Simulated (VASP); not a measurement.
# Ti (Im-3m) in VASP: notebook

Ti is run at these levels: PBEsol; tasks: relaxation of cell and atoms, single point.

Everything below comes from runs of VASP 6.6.1. Logs are shortened: lines on timing, memory, paths and dates and some standing lists are left out, and cuts for length are marked.

### 1 The cell of the first run

Symmetry: Im-3m, No. 229, cubic system. Conventional cell: a = 3.280 Å, b = 3.280 Å, c = 3.280 Å, α = 90.00°, β = 90.00°, γ = 90.00°. Ti (site symmetry m-3m) has 14 Ti at 2.84 to 3.28 Å within 3.7 Å.

This isn't the form of Ti at room conditions, which is hcp.

### 2 Relaxation of cell and atoms, PBEsol, target pressure 30 GPa, at which the enthalpy is minimised

File INCAR:

```
SYSTEM = Ti
PREC     = Accurate       ! precision mode
ENCUT    = 500            ! plane-wave cutoff, eV
EDIFF    = 1E-7           ! SCF threshold, eV
ISMEAR   = -1             ! smearing method
SIGMA    = 0.1            ! smearing width, eV
LREAL    = .False.        ! projectors in reciprocal space
LASPH    = .True.         ! aspherical terms in the spheres
NELM     = 120            ! most SCF steps
ALGO     = Normal         ! electronic algorithm
ISIF     = 3              ! what is computed and relaxed
LWAVE    = .False.        ! write WAVECAR
LCHARG   = .False.        ! write CHGCAR
GGA      = PS             ! functional
IBRION   = 2              ! ionic algorithm
NSW      = 60             ! ionic steps
EDIFFG   = -0.02          ! ionic threshold
PSTRESS  = 300.0        
GGA_COMPAT= .False.      
NELMIN   = 4
```

File KPOINTS:

```
Automatic mesh
0
Gamma
  11 11 11
  0 0 0
```

File POSCAR:

```
Ti
1.0
   -1.6400000000      1.6400000000      1.6400000000
    1.6400000000     -1.6400000000      1.6400000000
    1.6400000000      1.6400000000     -1.6400000000
Ti
1
Direct
    0.0000000000      0.0000000000      0.0000000000
```

Potentials or basis: VASP PAW PBE potentials, release 64 (Ti_sv).

Command:

```console
cat potpaw_PBE.64/Ti_sv/POTCAR > POTCAR
mpirun -np 1 vasp_std > vasp.out
```

OUTCAR:

```text
SYSTEM = Ti
   PREC = Accurate
   ENCUT = 500
   EDIFF = 1E-7
   ISMEAR = -1
   LREAL = .False.
   LASPH = .True.
   NELM = 120
   ISIF = 3
   GGA = PS
   IBRION = 2
   NSW = 60
   EDIFFG = -0.02
   PSTRESS = 300.0
   NELMIN = 4

 ion  position               nearest neighbor table
   1  0.000  0.000  0.000-

  LATTYP: Found a body centered cubic cell.
 ALAT       =     3.2800000000

  Lattice vectors:

 A1 = (  -1.6400000000,   1.6400000000,   1.6400000000)
 A2 = (   1.6400000000,  -1.6400000000,   1.6400000000)
 A3 = (   1.6400000000,   1.6400000000,  -1.6400000000)

Analysis of symmetry for initial positions (statically):
=====================================================================
 Subroutine PRICEL returns:
 Original cell was already a primitive cell.

 Routine SETGRP: Setting up the symmetry group for a
 body centered cubic supercell.

 Subroutine GETGRP returns: Found 48 space group operations
 (whereof 48 operations were pure point group operations)
 out of a pool of 48 trial point group operations.

The static configuration has the point symmetry O_h .

Analysis of symmetry for dynamics (positions and initial velocities):
=====================================================================
 Subroutine PRICEL returns:
 Original cell was already a primitive cell.

 Routine SETGRP: Setting up the symmetry group for a
 body centered cubic supercell.

 Subroutine GETGRP returns: Found 48 space group operations
 (whereof 48 operations were pure point group operations)
 out of a pool of 48 trial point group operations.

The dynamic configuration has the point symmetry O_h .

 Subroutine INISYM returns: Found 48 space group operations
 (whereof 48 operations are pure point group operations),
 and found     1 'primitive' translations

----------------------------------------------------------------------------------------

                                     Primitive cell

  volume of cell :      17.6438

  direct lattice vectors                    reciprocal lattice vectors
    -1.640000000  1.640000000  1.640000000     0.000000000  0.304878049  0.304878049
     1.640000000 -1.640000000  1.640000000     0.304878049  0.000000000  0.304878049
     1.640000000  1.640000000 -1.640000000     0.304878049  0.304878049  0.000000000

  length of vectors
     2.840563324  2.840563324  2.840563324     0.431162671  0.431162671  0.431162671

  position of ions in fractional coordinates (direct lattice)
     0.000000000  0.000000000  0.000000000

  ion indices of the primitive-cell ions
   primitive index   ion index
                 1           1

[... 60 lines left out ...]
   NGXF,Y,Z  is equivalent  to a cutoff of  28.09, 28.09, 28.09 a.u.
 SYSTEM =  Ti
   PREC   = accura    normal or accurate (medium, high low for compatibility)
   ISTART =      0    job   : 0-new  1-cont  2-samecut
   ICHARG =      2    charge: 1-file 2-atom 10-const
   ISPIN  =      1    spin polarized calculation?
   LNONCOLLINEAR =      F non collinear calculations
   LSORBIT =      F    spin-orbit coupling
   LASPH  =      T    aspherical Exc in radial PAW
   ENCUT  =  500.0 eV  36.75 Ry    6.06 a.u.   5.18  5.18  5.18*2*pi/ulx,y,z
   NELM   =    120;   NELMIN=  4; NELMDL= -5     # of ELM steps
   EDIFF  = 0.1E-06   stopping-criterion for ELM
   LREAL  =      F    real-space projection
   EDIFFG = -.2E-01   stopping-criterion for IOM
   NSW    =     60    number of steps for IOM
   IBRION =      2    ionic relax: 0-MD 1-quasi-New 2-CG
   NFREE  =      1    steps in history (QN), initial steepest desc. (CG)
   ISIF   =      3    stress and relaxation
   ISYM   =      2    0-nonsym 1-usesym 2-fastsym
   POTIM  = 0.5000    time-step for ionic-motion
   TEBEG  =    0.0;   TEEND  =   0.0 temperature during run
   PSTRESS=  300.0 pullay stress
   NELECT =      12.0000    total number of electrons
   NUPDOWN=      -1.0000    fix difference up-down
   EMIN   =  10.00;   EMAX   =-10.00  energy-range for DOS
   EFERMI =   0.00;   METHOD = LEGACY
   ISMEAR =    -1;   SIGMA  =   0.10  broadening in eV -4-tet -1-fermi 0-gaus
   EFERMI_NEDOS =   21; number of points for ismear=-14 and -15
   IALGO  =     38    algorithm
   IMIX   =      4    mixing-type and parameters
     AMIX     =   0.40;   BMIX     =  1.00
     AMIX_MAG =   1.60;   BMIX_MAG =  1.00
  volume/ion in A,a.u.               =      17.64       119.07
  Fermi-wavevector in a.u.,A,eV,Ry     =   1.439698  2.720635 28.201208  2.072730
  Thomas-Fermi vector in A             =   2.558525
   LORBIT       =      0    0 simple, 1 ext, 2 COOP (PROOUT), +10 PAW based schemes
   GGA     = PS    functional components
   LHFCALC =     F    Hartree Fock is set to
   AEXX    =    0.0000 exact exchange contribution
   IVDW    =     0    specifies the selected vdW correction
   LEPSILON=     F    determine dielectric tensor
   LRPA    =     F    only Hartree local field effects (RPA)
 conjugate gradient relaxation of ions
 non-spin polarized calculation
  energy-cutoff  :      500.00
  volume of cell :       17.64
 maximum number of plane-waves:       460
 NGX is ok and might be reduce to    24
   NGX = 11   NGY = 11   NGZ = 11

--------------------------------------- Ionic step        1  -------------------------------------------

 number of electron      12.0000000 magnetization

 Free energy of the ion-electron system (eV)
  ---------------------------------------------------
  ext. energy  EPLUGINS =         0.00000000
  ---------------------------------------------------
  free energy    TOTEN  =        -8.24964486 eV

  energy without entropy =       -8.17049592  energy(sigma->0) =       -8.21007039

 E-fermi :   7.7944     XC(G=0): -11.5568

 val. band max:        7.7845743850   @ k =  -0.4545  -0.4545   0.0909
 cond. band min:       7.7996444068   @ k =  -0.4545  -0.4545   0.0909
 fundamental gap:      0.0150700218
 Fermi energy:         7.7943619801

 k-point     1 :       0.0000    0.0000    0.0000
  band No.  band energies     occupation
      1     -48.5293      2.00000
      2     -24.4979      2.00000
      3     -24.4979      2.00000
      4     -24.4979      2.00000
      5       1.8774      2.00000
      6       8.7672      0.00012
      7       8.7672      0.00012
      8       8.7672      0.00012
      9      10.5054      0.00000
     10      10.5054      0.00000
[... 446 lines left out ...]
--------------------------------------- Ionic step        5  -------------------------------------------

 number of electron      12.0000000 magnetization

 Free energy of the ion-electron system (eV)
  ---------------------------------------------------
  ext. energy  EPLUGINS =         0.00000000
  ---------------------------------------------------
  free energy    TOTEN  =        -8.02520161 eV

  energy without entropy =       -7.97336840  energy(sigma->0) =       -7.99928500

 E-fermi :  10.7698     XC(G=0): -12.8637

 val. band max:       10.7647795304   @ k =   0.2727   0.0000   0.0000
 cond. band min:      10.7805007777   @ k =   0.2727   0.1818   0.0909
 fundamental gap:      0.0157212473
 Fermi energy:        10.7697791501

 k-point     1 :       0.0000    0.0000    0.0000
  band No.  band energies     occupation
      1     -45.1199      2.00000
      2     -20.6240      2.00000
      3     -20.6240      2.00000
      4     -20.6240      2.00000
      5       4.4225      2.00000
      6      11.9480      0.00002
      7      11.9480      0.00002
      8      11.9480      0.00002
      9      14.3319      0.00000
     10      14.3319      0.00000
[... 331 lines left out ...]
  energy  without entropy=       -7.9733683950  energy(sigma->0) =       -7.99928500

  enthalpy is  TOTEN    =        -5.4853988757 eV   P V=        2.5398027326

 reached required accuracy - stopping structural energy minimisation
```

OSZICAR:

```text
N       E                     dE             d eps       ncg     rms          rms(c)
DAV:   1     0.737547442432E+02    0.73755E+02   -0.67344E+03  1122   0.141E+03
DAV:   2    -0.547461606635E+01   -0.79229E+02   -0.77993E+02  1150   0.307E+02
DAV:   3    -0.934885829683E+01   -0.38742E+01   -0.38300E+01  1538   0.709E+01
[... 59 lines left out ...]
DAV:   4    -0.802507616490E+01   -0.13362E-03   -0.34822E-04  1490   0.136E-01    0.299E-02
DAV:   5    -0.802518608658E+01   -0.10992E-03   -0.22362E-04  1622   0.872E-02    0.222E-02
DAV:   6    -0.802519947420E+01   -0.13388E-04   -0.16984E-05  1202   0.448E-02    0.298E-03
DAV:   7    -0.802520088924E+01   -0.14150E-05   -0.25410E-06  1504   0.115E-02    0.257E-03
DAV:   8    -0.802520158593E+01   -0.69669E-06   -0.12045E-06  1250   0.841E-03    0.416E-04
DAV:   9    -0.802520160834E+01   -0.22412E-07   -0.87110E-08   864   0.234E-03
   5 F= -.54853989E+01 E0= -.54594823E+01  d E =-.539466E+00
```

CONTCAR:

```text
Ti
   1.00000000000000
    -1.5023684017930197    1.5023684017930197    1.5023684017930199
     1.5023684017930197   -1.5023684017930197    1.5023684017930199
     1.5023684017930197    1.5023684017930197   -1.5023684017930199
  Ti
     1
Direct
     0.0000000000000000    0.0000000000000000    0.0000000000000000

  0.00000000E+00  0.00000000E+00  0.00000000E+00
```

Wall time 36 s (1 thread of Intel Xeon Platinum 8488C (Sapphire Rapids), shared host); peak memory 0.16 GiB.

What came out:

```yaml
Free_energy: -8.0252 eV
Relaxed_volume: 13.56 Å³/atom
Relaxed_cell: a = 2.602 Å, b = 2.602 Å, c = 2.602 Å, α = 109.47°, β = 109.47°, γ = 109.47°
Space_group_after_relaxing_to_0.1_Å: Im-3m (No. 229)
Energy_change_on_relaxing_the_run_minimises_the_enthalpy: +224.4 meV/atom
Ionic_steps: 5
Pressure_after_relaxing: 30.2 GPa
Band_gap_on_the_k_mesh: zero (bands 6 and 7 overlap by 2.02 eV)
```

Step by step:
| step | energy change (eV) | largest force (eV/Å) | pressure (GPa) | volume (Å³) |
| --- | --- | --- | --- | --- |
| 1 | 0.0000 | 0.0000 | -6.41 | 17.64 |
| 2 | 2.3350 | 0.0000 | 154.81 | 9.26 |
| 3 | 0.1637 | 0.0000 | 25.38 | 13.91 |
| 4 | 0.2109 | 0.0000 | 29.13 | 13.64 |
| 5 | 0.2244 | 0.0000 | 30.17 | 13.56 |

Final structure:
```
Ti
1.0
    -1.50237    1.50237    1.50237
     1.50237   -1.50237    1.50237
     1.50237    1.50237   -1.50237
Ti
1
Direct
  0.00000 0.00000 0.00000
```

Caveat: the cell is relaxed towards a set pressure, so the run minimises the enthalpy, not the energy; the volume moved by over 15 % at a fixed basis, so the end points are rough; the PAW data sets were made with another functional, which shifts forces and pressure a little.

### 3 Relaxation of cell and atoms, PBEsol, target pressure 45 GPa, at which the enthalpy is minimised

File INCAR:

```
SYSTEM = Ti
PREC = Accurate
ENCUT = 500
EDIFF = 1E-7
ISMEAR = -1
SIGMA = 0.1
LREAL = .FALSE.
LASPH = .TRUE.
NELM = 120
ALGO = Normal
ISIF = 3
LWAVE = .FALSE.
LCHARG = .FALSE.
GGA = PS
IBRION = 2
NSW = 60
EDIFFG = -0.02
PSTRESS = 450.0
GGA_COMPAT = .FALSE.
NELMIN = 4
```

File KPOINTS:

```
Automatic mesh
0
G
  11 11 11
  0 0 0
```

POSCAR is that of step 2.

Potentials or basis: VASP PAW PBE potentials, release 64 (Ti_sv).

Command:

```console
cat potpaw_PBE.64/Ti_sv/POTCAR > POTCAR
mpirun -np 1 vasp_std > vasp.out
```

Run time: 41 s. Hardware: 1 thread of Intel Xeon Platinum 8488C (Sapphire Rapids), shared host; peak memory 0.16 GiB.

The run converged. Its results:

```yaml
Free_energy: -7.8103 eV
Relaxed_volume: 12.64 Å³/atom
Relaxed_cell: a = 2.542 Å, b = 2.542 Å, c = 2.542 Å, α = 109.47°, β = 109.47°, γ = 109.47°
Space_group_after_relaxing_to_0.1_Å: Im-3m (No. 229)
Energy_change_on_relaxing_the_run_minimises_the_enthalpy: +439.3 meV/atom
Ionic_steps: 5
Pressure_after_relaxing: 44.9 GPa
Band_gap_on_the_k_mesh: zero (bands 6 and 7 overlap by 2.11 eV)
```

Step by step:
| step | energy change (eV) | largest force (eV/Å) | pressure (GPa) | volume (Å³) |
| --- | --- | --- | --- | --- |
| 1 | 0.0000 | 0.0000 | -6.41 | 17.64 |
| 2 | 6.2476 | 0.0000 | 397.15 | 6.78 |
| 3 | 0.2569 | 0.0000 | 32.55 | 13.40 |
| 4 | 0.3774 | 0.0000 | 40.93 | 12.87 |
| 5 | 0.4393 | 0.0000 | 44.94 | 12.64 |

Final structure:
```cif
data_structure
_symmetry_space_group_name_H-M 'P 1'
_symmetry_Int_Tables_number 1
_cell_length_a 2.5417
_cell_length_b 2.5417
_cell_length_c 2.5417
_cell_angle_alpha 109.471
_cell_angle_beta 109.471
_cell_angle_gamma 109.471
_cell_volume 12.64
loop_
_atom_site_label
_atom_site_type_symbol
_atom_site_fract_x
_atom_site_fract_y
_atom_site_fract_z
_atom_site_occupancy
Ti1 Ti 0.00000 0.00000 0.00000 1
```

Levels at points of the mesh, in eV from the Fermi level:
```tsv
k point	band 2	band 3	band 4	band 5	band 6	band 7	band 8	band 9	band 10
(0.00, 0.00, 0.00)	-31.15	-31.15	-31.15	-6.41	1.19	1.19	1.19	3.78	3.78
```

Caveat: the cell is relaxed towards a set pressure, so the run minimises the enthalpy, not the energy; the volume moved by over 15 % at a fixed basis, so the end points are rough; the PAW data sets were made with another functional, which shifts forces and pressure a little.

### 4 Single point, PBEsol

This run uses another cell than the first one, of 12.69 Å³/atom.

File INCAR:

```
SYSTEM = Ti
PREC     = Accurate       ! precision mode
ENCUT    = 500            ! plane-wave cutoff, eV
EDIFF    = 1E-6           ! SCF threshold, eV
ISMEAR   = -1             ! smearing method
SIGMA    = 0.1            ! smearing width, eV
LREAL    = .FALSE.        ! projectors in reciprocal space
LASPH    = .TRUE.         ! aspherical terms in the spheres
NELM     = 120            ! most SCF steps
ALGO     = Normal         ! electronic algorithm
ISIF     = 2              ! what is computed and relaxed
LWAVE    = .FALSE.        ! write WAVECAR
LCHARG   = .FALSE.        ! write CHGCAR
GGA      = PS             ! functional
NBANDS   = 12             ! bands
GGA_COMPAT= .FALSE.
```

KPOINTS is that of step 3.

File POSCAR:

```
Ti
1.0
   -1.4691973713      1.4691973713      1.4691973713
    1.4691973713     -1.4691973713      1.4691973713
    1.4691973713      1.4691973713     -1.4691973713
Ti
1
Direct
    0.0000000000      0.0000000000      0.0000000000
```

Command:

```console
cat potpaw_PBE.64/Ti_sv/POTCAR > POTCAR
mpirun -np 1 vasp_std > vasp.out
```

Run time: 5.5 s. Hardware: 1 thread of Intel Xeon Platinum 8488C (Sapphire Rapids), shared host; peak memory 0.13 GiB.

Results (log left out):

- Free energy: -7.8204 eV
- Pressure: 44.1 GPa
- Band gap on the k mesh: zero (bands 6 and 7 overlap by 2.11 eV)

Levels at points of the mesh, in eV from the Fermi level:
```
           k point  band 2  band 3  band 4  band 5  band 6  band 7  band 8  band 9  band 10  band 11
(0.00, 0.00, 0.00)  -31.16  -31.16  -31.16   -6.41    1.19    1.19    1.19    3.77     3.77    19.71
```

Caveat: the cell stands under pressure; the PAW data sets were made with another functional, which shifts forces and pressure a little.

### 5 Summary

```tsv
task	cell	gap on the mesh (eV)	pressure (GPa)
relaxation of cell and atoms	relaxed to 30 GPa from a = 2.841 Å, angles 109.5°, 1 atom	none	30.2
relaxation of cell and atoms	relaxed to 45 GPa from a = 2.841 Å, angles 109.5°, 1 atom	none	44.9
single point	a = 2.545 Å, angles 109.5°, 1 atom	none	44.1
```

Alike in all rows: level PBEsol; potentials or basis VASP PAW PBE potentials, release 64 (Ti_sv); no spin polarisation; k mesh 11 × 11 × 11; cutoff (eV) 500; smearing fermi-dirac 0.1 eV.

Caveats: the PAW data sets were made with another functional, which shifts forces and pressure a little; the cell is relaxed towards a set pressure, so the run minimises the enthalpy, not the energy (at least some runs); the volume moved by over 15 % at a fixed basis, so the end points are rough (at least some runs); the cell stands under pressure (at least some runs).

Total energies depend on the potentials used, so only differences within one code and one set of settings carry meaning.
